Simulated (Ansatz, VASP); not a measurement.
AlNi3 in VASP and in Ansatz

INCAR

```
SYSTEM = AlNi3
PREC = Accurate
ENCUT = 520
EDIFF = 1E-7
ISMEAR = 0
SIGMA = 0.1
LREAL = .False.
LASPH = .True.
NELM = 150
ALGO = Fast
ISIF = 2
LWAVE = .False.
LCHARG = .False.
ISPIN = 2
MAGMOM = 0 0.28 0.28 0.28
LORBIT = 11
LMAXMIX = 4
GGA = PS
NBANDS = 28
```

The input KPOINTS:

```
regular mesh
0
Gamma
  12 12 12
  0 0 0
```

Contents of POSCAR:

```
AlNi3
1.0
    3.4835435365      0.0000000000      0.0000000000
    0.0000000000      3.4835435365      0.0000000000
    0.0000000000      0.0000000000      3.4835435365
Al Ni
1 3
Direct
    0.0000000000      0.0000000000      0.0000000000
    0.0000000000      0.5000000000      0.5000000000
    0.5000000000      0.0000000000      0.5000000000
    0.5000000000      0.5000000000      0.0000000000
```

Input for Ansatz:

```yaml
crystal:
  lattice:
    - [3.4835435504, 0.0, 0.0]
    - [0.0, 3.4835435504, 0.0]
    - [0.0, 0.0, 3.4835435504]
  atoms:
    - { symbol: Al, position: [0.0, 0.0, 0.0] }
    - { symbol: Ni, position: [0.0, 0.5, 0.5], spin: 0.28 }
    - { symbol: Ni, position: [0.5, 0.0, 0.5], spin: 0.28 }
    - { symbol: Ni, position: [0.5, 0.5, 0.0], spin: 0.28 }
basis:
  ecutwfc: 420
kpoints:
  mp_grid: { grid: [12, 12, 12] }
hamiltonian:
  xc: pbesol
scf:
  occupations: { method: gaussian, width: 0.1 }
output:
  forces: true
  stress: true
  eigenvalues: true
  populations: true
magnetization:
  spin_polarized: true
```

Alike in both runs: task single point; functional PBEsol; k mesh 12 × 12 × 12; occupations gaussian, width 0.1 eV; collinear spin.

|  | VASP | Ansatz |
| --- | --- | --- |
| version | VASP 6.6.1 | Ansatz 0.2.0 |
| potentials or method | VASP PAW PBE potentials, release 64 (Al, Ni), cutoff 520 eV | scalar-relativistic, plane waves, PAW |
| valence electrons in the cell | 33 | 57 |

```csv
,VASP,Ansatz,Ansatz less VASP
gap on the k mesh at the Fermi level (eV),none,none,-
pressure (GPa),6.7,6.7,-0.05
net moment per atom (μB),0.16,0.17,+0.008
size of the moment on the site where the two differ most (μB),0.22,0.24,+0.021
```

VASP's potentials were made for PBE, not for PBEsol. Site moments also hang on the region over which each program counts them. A gap of «none» marks a metal or a gap that the smearing closes. VASP's potentials hold 33 valence electrons a cell and Ansatz's 57, so a difference there can come from the potentials and not from the codes.
